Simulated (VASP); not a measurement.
Here is a VASP 6.6.1 calculation.

INCAR

```
ALGO     = Normal         # electronic algorithm
EDIFF    = 1E-6           # SCF threshold, eV
EDIFFG   = -0.04          # ionic threshold
ENCUT    = 600            # plane-wave cutoff, eV
GGA      = PE             # functional
IBRION   = 2              # ionic algorithm
ISIF     = 3              # what is computed and relaxed
ISMEAR   = 0              # smearing method
LASPH    = T              # aspherical terms in the spheres
LCHARG   = F              # write CHGCAR
LREAL    = F              # projectors in reciprocal space
LWAVE    = F              # write WAVECAR
NELM     = 60             # most SCF steps
NSW      = 90             # ionic steps
PREC     = Accurate       # precision mode
SIGMA    = 0.1            # smearing width, eV
```

KPOINTS

```
k-points
0
Gamma
  4 4 4
```

POSCAR

```
Al7Cu
1.0
    0.0000000000      3.8980343700      3.8980343700
    3.8980343700      0.0000000000      3.8980343700
    3.8980343700      3.8980343700      0.0000000000
Al Cu
7 1
Direct
    0.5000000000      0.0000000000      0.0000000000
    0.0000000000      0.5000000000      0.5000000000
    0.0000000000      0.5000000000      0.0000000000
    0.5000000000      0.0000000000      0.5000000000
    0.0000000000      0.0000000000      0.5000000000
    0.5000000000      0.5000000000      0.0000000000
    0.0000000000      0.0000000000      0.0000000000
    0.5000000000      0.5000000000      0.5000000000
```

Potentials or basis: VASP PAW PBE potentials, release 64 (Al, Cu).

Run with:

```sh
$ cat potpaw_PBE.64/Al/POTCAR potpaw_PBE.64/Cu/POTCAR > POTCAR
$ mpirun -np 1 vasp_std > vasp.out
```

What does it give for the relaxed cell?

a = 5.622 Å, b = 5.622 Å, c = 5.622 Å, α = 60.00°, β = 60.00°, γ = 60.00°.

Estimate the band gap on the k mesh.

zero (band 16 reaches 8.53 eV, above the bottom of band 17 at 5.60 eV).

Final structure:
```cif
data_structure
_symmetry_space_group_name_H-M 'P 1'
_symmetry_Int_Tables_number 1
_cell_length_a 5.6217
_cell_length_b 5.6217
_cell_length_c 5.6217
_cell_angle_alpha 60.000
_cell_angle_beta 60.000
_cell_angle_gamma 60.000
_cell_volume 125.63
loop_
_atom_site_label
_atom_site_type_symbol
_atom_site_fract_x
_atom_site_fract_y
_atom_site_fract_z
_atom_site_occupancy
Al1 Al 0.50000 0.00000 0.00000 1
Al2 Al 0.00000 0.50000 0.50000 1
Al3 Al 0.00000 0.50000 0.00000 1
Al4 Al 0.50000 0.00000 0.50000 1
Al5 Al 0.00000 0.00000 0.50000 1
Al6 Al 0.50000 0.50000 0.00000 1
Al7 Al 0.00000 0.00000 0.00000 1
Cu1 Cu 0.50000 0.50000 0.50000 1
```
